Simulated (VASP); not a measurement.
**Fe: single point with r2SCAN**

Fe:

```
Fe
1.0
     2.62297    0.00000    0.00000
    -1.31148    2.27156    0.00000
     0.00000    0.00000    8.81092
Fe
4
Direct
  0.00000 0.00000 0.00000
  0.00000 0.00000 0.50000
  0.33333 0.66667 0.25000
  0.66667 0.33333 0.75000
```

This isn't the form of Fe at room conditions, which is bcc.

| Quantity | Value |
| --- | --- |
| Program | VASP 6.6.1 |
| Task | single point |
| Functional | r2SCAN |
| Potentials or basis | VASP PAW PBE potentials, release 64 (Fe) |
| Cutoff | 520 eV |
| k mesh | 16 × 16 × 4 |
| Occupations | fermi-dirac, width 0.05 eV |
| Spin | collinear spin, ferromagnetic start |
| Starting moments | [2.92, 2.92, 2.925, 2.925] μB |
| Dipole correction | no |
| Further INCAR settings | ALGO = Normal; EDIFF = 1e-06; NBANDS = 28 |

```yaml
Pressure: -11.5 GPa
Net_moment: 11.43 μB per cell
Site_moments: Fe +2.93 μB
Valence_electrons_inside_the_program's_atomic_spheres: Fe 7.00
```

Stress tensor (GPa, compression positive):
```
-11.80   0.00   0.00
  0.00 -11.80   0.00
  0.00   0.00 -10.85
```

Levels at points of the mesh, in eV from the Fermi level:
Spin up:
| k point | band 18 | band 19 | band 20 | band 21 | band 22 | band 23 | band 24 | band 25 | band 26 | band 27 |
| --- | --- | --- | --- | --- | --- | --- | --- | --- | --- | --- |
| (0.00, 0.00, 0.00) | -2.59 | -2.59 | -2.41 | -2.41 | -2.07 | -2.07 | -0.79 | 4.32 | 12.20 | 12.23 |
| (0.50, 0.00, 0.00) | -1.76 | -1.72 | -1.69 | -0.09 | 0.88 | 1.55 | 2.18 | 5.49 | 5.50 | 8.71 |
| (0.00, 0.00, 0.50) | -2.77 | -2.49 | -2.49 | -2.20 | -2.20 | -2.20 | -2.20 | 7.15 | 7.15 | 17.91 |
| (0.50, 0.00, 0.50) | -1.84 | -1.73 | -1.73 | 0.51 | 0.51 | 1.94 | 1.94 | 5.86 | 5.86 | 7.60 |
Spin down:
```
           k point  band 7  band 8  band 9  band 10  band 11  band 12  band 13  band 14
(0.00, 0.00, 0.00)   -0.92   -0.25    0.17     0.17     0.25     0.25     0.40     0.40
(0.50, 0.00, 0.00)   -1.76   -1.24   -0.52     0.09     0.27     0.51     1.06     1.44
(0.00, 0.00, 0.50)   -0.47   -0.47    0.25     0.25     0.25     0.25     0.38     0.38
(0.50, 0.00, 0.50)   -1.37   -1.37   -0.16    -0.16     0.36     0.36     0.77     0.77
```

Run time: 8.4 min on 1 thread of Intel(R) Xeon(R) 6975P-C (Granite Rapids), on a shared host, peak memory 0.32 GiB.

Caveat: the cell stands under tension; the PAW data sets were made with another functional, which shifts forces and pressure a little.
